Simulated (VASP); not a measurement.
# C (Pm-3m) in VASP: a series of runs, part 2 of 2

VASP 6.6.1. The steps go on from the part before.

### 3 Single point, PBE

This run uses another cell than the first one, of 11.42 Å³/atom, 2.115 times its volume.

Input file INCAR:

```
SYSTEM = C
PREC = Accurate ; ENCUT = 520
EDIFF = 1E-6 ; ISMEAR = 0
SIGMA = 0.1 ; LREAL = .False.
LASPH = .True. ; NELM = 60
ALGO = Normal ; ISIF = 2
LWAVE = .False. ; LCHARG = .False.
GGA = PE ; NBANDS = 8
```

Input file KPOINTS:

```
Automatic mesh
0
Gamma
  8 8 8
  0 0 0
```

Input file POSCAR:

```
C
1.0
    2.2520393339      0.0000000000      0.0000000000
    0.0000000000      2.2520393339      0.0000000000
    0.0000000000      0.0000000000      2.2520393339
C
1
Direct
    0.0000000000      0.0000000000      0.0000000000
```

Potentials or basis: VASP PAW PBE potentials, release 64 (C).

On the command line:

```console
$ cat potpaw_PBE.64/C/POTCAR > POTCAR
$ mpirun -np 1 vasp_std > vasp.out
```

OUTCAR:

```text
SYSTEM = C
   PREC = Accurate
   ENCUT = 520
   EDIFF = 1E-6
   ISMEAR = 0
   LREAL = .False.
   LASPH = .True.
   NELM = 60
   ISIF = 2
   GGA = PE

 ion  position               nearest neighbor table
   1  0.000  0.000  0.000-

  LATTYP: Found a simple cubic cell.
 ALAT       =     2.2520393339

  Lattice vectors:

 A1 = (   2.2520393339,   0.0000000000,   0.0000000000)
 A2 = (   0.0000000000,   2.2520393339,   0.0000000000)
 A3 = (   0.0000000000,   0.0000000000,   2.2520393339)

Analysis of symmetry for initial positions (statically):
=====================================================================
 Subroutine PRICEL returns:
 Original cell was already a primitive cell.

 Routine SETGRP: Setting up the symmetry group for a
 simple cubic supercell.

 Subroutine GETGRP returns: Found 48 space group operations
[... 9 lines left out ...]

 Routine SETGRP: Setting up the symmetry group for a
 simple cubic supercell.

 Subroutine GETGRP returns: Found 48 space group operations
[... 11 lines left out ...]
                                     Primitive cell

  volume of cell :      11.4216

  direct lattice vectors                    reciprocal lattice vectors
     2.252039334  0.000000000  0.000000000     0.444041978  0.000000000  0.000000000
     0.000000000  2.252039334  0.000000000     0.000000000  0.444041978  0.000000000
     0.000000000  0.000000000  2.252039334     0.000000000  0.000000000  0.444041978

  length of vectors
     2.252039334  2.252039334  2.252039334     0.444041978  0.444041978  0.444041978

  position of ions in fractional coordinates (direct lattice)
     0.000000000  0.000000000  0.000000000

  ion indices of the primitive-cell ions
   primitive index   ion index
                 1           1

----------------------------------------------------------------------------------------

[... 82 lines left out ...]
   EMIN   =  10.00;   EMAX   =-10.00  energy-range for DOS
   EFERMI =   0.00;   METHOD = LEGACY
   ISMEAR =     0;   SIGMA  =   0.10  broadening in eV -4-tet -1-fermi 0-gaus
   EFERMI_NEDOS =   21; number of points for ismear=-14 and -15
   IALGO  =     38    algorithm
   IMIX   =      4    mixing-type and parameters
     AMIX     =   0.40;   BMIX     =  1.00
     AMIX_MAG =   1.60;   BMIX_MAG =  1.00
  volume/ion in A,a.u.               =      11.42        77.08
  Fermi-wavevector in a.u.,A,eV,Ry     =   1.153946  2.180642 18.117404  1.331592
  Thomas-Fermi vector in A             =   2.290586
   LORBIT       =      0    0 simple, 1 ext, 2 COOP (PROOUT), +10 PAW based schemes
   GGA     = PE    functional components
   LHFCALC =     F    Hartree Fock is set to
   AEXX    =    0.0000 exact exchange contribution
   IVDW    =     0    specifies the selected vdW correction
   LEPSILON=     F    determine dielectric tensor
   LRPA    =     F    only Hartree local field effects (RPA)
 non-spin polarized calculation
 Gauss-broadening in eV      SIGMA  =   0.10
  energy-cutoff  :      520.00
  volume of cell :       11.42
 maximum number of plane-waves:       320
 NGX is ok and might be reduce to    18

 number of electron       4.0000000 magnetization

 Free energy of the ion-electron system (eV)
  ---------------------------------------------------
  ext. energy  EPLUGINS =         0.00000000
  ---------------------------------------------------
  free energy    TOTEN  =        -4.77065562 eV

  energy without entropy =       -4.76444720  energy(sigma->0) =       -4.76755141

 E-fermi :   2.2194     XC(G=0): -10.4421

 val. band max:        2.1558578623   @ k =   0.3750   0.3750   0.2500
 cond. band min:       2.2483701453   @ k =   0.2500   0.1250   0.0000
 fundamental gap:      0.0925122830
 Fermi energy:         2.2193895870

 k-point     1 :       0.0000    0.0000    0.0000
  band No.  band energies     occupation
      1     -11.5833      2.00000
      2       7.1348      0.00000
      3       7.1348      0.00000
      4       7.1348      0.00000
      5      19.3801      0.00000
      6      21.8337      0.00000
      7      21.8337      0.00000
      8      38.4866      0.00000
[... 243 lines left out ...]
 k-point    24 :       0.5000    0.3750    0.1250
  band No.  band energies     occupation
      1      -4.2900      2.00000
      2      -0.5504      2.00000
      3       1.6913      2.00000
      4       8.3214      0.00000
      5      13.3081      0.00000
      6      25.2450      0.00000
      7      26.2788      0.00000
      8      32.5740      0.00000

 [... further k-points ...]
[... 5 lines left out ...]
  --------------------------------------------------------------------------------------
  -------------------------------------------------------------------------------------
  Total       -3.1320949     -3.1320949     -3.1320949     -0.0000000      0.0000000     -0.0000000
  in kB     -439.3570324   -439.3570324   -439.3570324     -0.0000000      0.0000000     -0.0000000
  external PRESSURE =    -439.3570324 kB  Pullay stress =       0.0000000 kB

 VOLUME and BASIS-vectors are now :
 -----------------------------------------------------------------------------
  energy-cutoff  :      520.00
  volume of cell :       11.42
      direct lattice vectors                 reciprocal lattice vectors
     2.252039334  0.000000000  0.000000000     0.444041978  0.000000000  0.000000000
     0.000000000  2.252039334  0.000000000     0.000000000  0.444041978  0.000000000
     0.000000000  0.000000000  2.252039334     0.000000000  0.000000000  0.444041978

 POSITION                                       TOTAL-FORCE (eV/Angst)
 -----------------------------------------------------------------------------------
      0.00000      0.00000      0.00000         0.000000      0.000000      0.000000
 -----------------------------------------------------------------------------------
    total drift:                               -0.000000      0.000000      0.000000

  FREE ENERGIE OF THE ION-ELECTRON SYSTEM (eV)
  ---------------------------------------------------
  free  energy   TOTEN  =        -4.7706556182 eV

  energy  without entropy=       -4.7644472031  energy(sigma->0) =       -4.76755141
```

stdout:

```text
POSCAR found type information on POSCAR C
 POSCAR found :  1 types and       1 ions
 scaLAPACK will be used
 LDA part: xc-table for (Slater+PW92), standard interpolation
 POSCAR, INCAR and KPOINTS ok, starting setup
 FFT: planning ... GRIDC
 FFT: planning ... GRID_SOFT
 FFT: planning ... GRID
 WAVECAR not read
 entering main loop
```

Run time: 2 s. Hardware: 1 thread of Intel Xeon Platinum 8488C (Sapphire Rapids), shared host; peak memory 0.11 GiB.

What came out:

* Free energy: -4.7707 eV
* Pressure: -43.9 GPa
* Band gap on the k mesh: zero (band 2 reaches 7.13 eV, above the bottom of band 3 at -0.25 eV)

### 4 Relaxation of cell and atoms, PBE

This run uses another cell than the first one, of 11.42 Å³/atom, 2.115 times its volume.

Input file INCAR:

```
PREC     = Accurate       # precision mode
ENCUT    = 600            # plane-wave cutoff, eV
EDIFF    = 1E-7           # SCF threshold, eV
ISMEAR   = 0              # smearing method
SIGMA    = 0.1            # smearing width, eV
LREAL    = False          # projectors in reciprocal space
LASPH    = True           # aspherical terms in the spheres
NELM     = 60             # most SCF steps
ALGO     = Normal         # electronic algorithm
ISIF     = 3              # what is computed and relaxed
LWAVE    = False          # write WAVECAR
LCHARG   = False          # write CHGCAR
GGA      = PE             # functional
IBRION   = 2              # ionic algorithm
NSW      = 90             # ionic steps
EDIFFG   = -0.04          # ionic threshold
```

Input file KPOINTS:

```
Automatic mesh
0
Gamma
  8 8 8
```

POSCAR is that of step 3.

On the command line:

```console
$ cat potpaw_PBE.64/C/POTCAR > POTCAR
$ mpirun -np 1 vasp_std > vasp.out
```

Run time: 5.7 s. Hardware: 1 thread of Intel Xeon Platinum 8488C (Sapphire Rapids), shared host; peak memory 0.11 GiB.

It converged, with:

* Free energy: -6.3495 eV
* Relaxed volume: 5.39 Å³/atom
* Relaxed cell: a = 1.753 Å, b = 1.753 Å, c = 1.753 Å, α = 90.00°, β = 90.00°, γ = 90.00°
* Space group after relaxing (to 0.05 Å): Pm-3m (No. 221)
* Energy gained by relaxing: 1578.9 meV/atom
* Ionic steps: 6
* Pressure after relaxing: 1.0 GPa
* Band gap on the k mesh: zero (band 2 reaches 21.01 eV, above the bottom of band 3 at 8.81 eV)

Step by step:
```csv
step,energy change (eV),largest force (eV/Å),pressure (GPa),volume (Å³)
1,0.0000,0.0000,-44.00,11.42
2,-1.3080,0.0000,-39.09,6.98
3,-1.5494,0.0000,-21.41,5.81
4,-0.7190,0.0000,237.84,3.88
5,-1.5742,0.0000,-9.36,5.56
6,-1.5789,0.0000,1.02,5.39
```

Final structure:
```cif
data_structure
_symmetry_space_group_name_H-M 'P 1'
_symmetry_Int_Tables_number 1
_cell_length_a 1.7528
_cell_length_b 1.7528
_cell_length_c 1.7528
_cell_angle_alpha 90.000
_cell_angle_beta 90.000
_cell_angle_gamma 90.000
_cell_volume 5.39
loop_
_atom_site_label
_atom_site_type_symbol
_atom_site_fract_x
_atom_site_fract_y
_atom_site_fract_z
_atom_site_occupancy
C1 C 0.00000 0.00000 0.00000 1
```

Levels at points of the mesh, in eV from the Fermi level:
```csv
k point,band 1,band 2,band 3,band 4,band 5,band 6
"(0.00, 0.00, 0.00)",-22.90,9.36,9.36,9.36,25.61,25.61
"(0.50, 0.00, 0.00)",-13.12,-12.87,12.81,12.81,30.04,33.65
"(0.50, 0.50, 0.00)",-6.52,-6.52,-2.84,7.86,15.60,42.26
"(0.50, 0.50, 0.50)",-1.28,-1.28,-1.28,9.01,17.36,17.36
```

Caveat: the volume moved by over 15 % at a fixed basis, so the end points are rough.

### 5 Single point, PBE

This run uses another cell than the first one: it holds 8 atoms, not 1.

Input file INCAR:

```
SYSTEM = C
PREC = Accurate ; ENCUT = 520
EDIFF = 1E-7 ; ISMEAR = 0
SIGMA = 0.1 ; LREAL = .False.
LASPH = .True. ; NELM = 80
ALGO = Normal ; ISIF = 2
LWAVE = .False. ; LCHARG = .False.
GGA = PE ; NBANDS = 26
```

Input file KPOINTS:

```
regular mesh
0
Gamma
  6 6 6
  0 0 0
```

Input file POSCAR:

```
C
1.0
    3.5521537774      0.0000000000      0.0000000000
    0.0000000000      3.5521537774      0.0000000000
    0.0000000000      0.0000000000      3.5521537774
C
8
Direct
    0.0000000000      0.0000000000      0.0000000000
    0.0000000000      0.0000000000      0.5000000000
    0.0000000000      0.5000000000      0.0000000000
    0.0000000000      0.5000000000      0.5000000000
    0.5000000000      1.0000000000      1.0000000000
    0.5000000000      1.0000000000      0.5000000000
    0.5000000000      0.5000000000      1.0000000000
    0.5000000000      0.5000000000      0.5000000000
```

On the command line:

```console
$ cat potpaw_PBE.64/C/POTCAR > POTCAR
$ mpirun -np 1 vasp_std > vasp.out
```

It took 14 s on 1 thread of Intel Xeon Platinum 8488C (Sapphire Rapids), shared host; peak memory 0.15 GiB.

The run converged. Its results:

```yaml
Free_energy: -51.4773 eV
Pressure: 3.2 GPa
Band_gap_on_the_k_mesh: zero (band 16 reaches 12.03 eV, above the bottom of band 17 at 9.22 eV)
```

Levels at points of the mesh, in eV from the Fermi level:
```csv
k point,band 14,band 15,band 16,band 17,band 18,band 19
"(0.00, 0.00, 0.00)",-2.57,-2.57,-2.57,-0.74,-0.74,-0.74
"(0.50, 0.00, 0.00)",-3.72,-1.81,-1.81,-0.67,-0.67,5.43
"(0.50, 0.50, 0.00)",-0.56,-0.56,-0.56,3.75,3.75,3.75
"(0.50, 0.50, 0.50)",1.39,1.39,1.39,1.39,1.39,1.39
```

### 6 Single point, PBE

This run uses another cell than the first one, of 5.60 Å³/atom, 1.038 times its volume.

Input file INCAR:

```
  PREC = Accurate
  ENCUT = 520
  EDIFF = 1E-6
  ISMEAR = 0
  SIGMA = 0.1
  LREAL = False
  LASPH = True
  NELM = 60
  ALGO = Normal
  ISIF = 2
  LWAVE = False
  LCHARG = False
  GGA = PE
  NBANDS = 8
```

Input file KPOINTS:

```
regular mesh
0
Gamma
  30 30 30
```

Input file POSCAR:

```
C
1.0
    1.7760768887      0.0000000000      0.0000000000
    0.0000000000      1.7760768887      0.0000000000
    0.0000000000      0.0000000000      1.7760768887
C
1
Direct
    0.0000000000      0.0000000000      0.0000000000
```

Potentials or basis: VASP PAW PBE potentials, release 64 (C).

On the command line:

```console
$ cat potpaw_PBE.64/C/POTCAR > POTCAR
$ mpirun -np 1 vasp_std > vasp.out
```

Wall time 8.4 s (1 thread of Intel Xeon Platinum 8488C (Sapphire Rapids), shared host); peak memory 0.13 GiB.

The run converged. Its results:

* Free energy: -6.4704 eV
* Pressure: 0.2 GPa
* Band gap on the k mesh: zero (band 2 reaches 20.09 eV, above the bottom of band 3 at 7.98 eV)

Levels at points of the mesh, in eV from the Fermi level:
```csv
k point,band 1,band 2,band 3,band 4,band 5
"(0.00, 0.00, 0.00)",-22.08,9.27,9.27,9.27,25.43
"(0.50, 0.00, 0.00)",-12.69,-12.15,12.56,12.56,29.55
"(0.50, 0.50, 0.00)",-6.04,-6.04,-2.84,8.17,15.23
"(0.50, 0.50, 0.50)",-1.01,-1.01,-1.01,8.39,17.42
```

### 7 Summary

| task | cell | k mesh | cutoff (eV) | gap on the mesh (eV) | pressure (GPa) |
| --- | --- | --- | --- | --- | --- |
| single point | a = 1.754 Å, 1 atom | 8 × 8 × 8 | 520 | none | 0.2 |
| single point | a = 2.252 Å, 1 atom | 8 × 8 × 8 | 520 | none | -43.9 |
| relaxation of cell and atoms | relaxed from a = 2.252 Å, 1 atom | 8 × 8 × 8 | 600 | none | 1.0 |
| single point | a = 3.552 Å, 8 atoms | 6 × 6 × 6 | 520 | none | 3.2 |
| single point | a = 1.776 Å, 1 atom | 30 × 30 × 30 | 520 | none | 0.2 |

Alike in all rows: level PBE; potentials or basis VASP PAW PBE potentials, release 64 (C); no spin polarisation; smearing gaussian 0.1 eV.

Caveats: some runs use coarse meshes; the volume moved by over 15 % at a fixed basis, so the end points are rough (some runs).

Absolute energies hang on the potentials; compare differences alone.
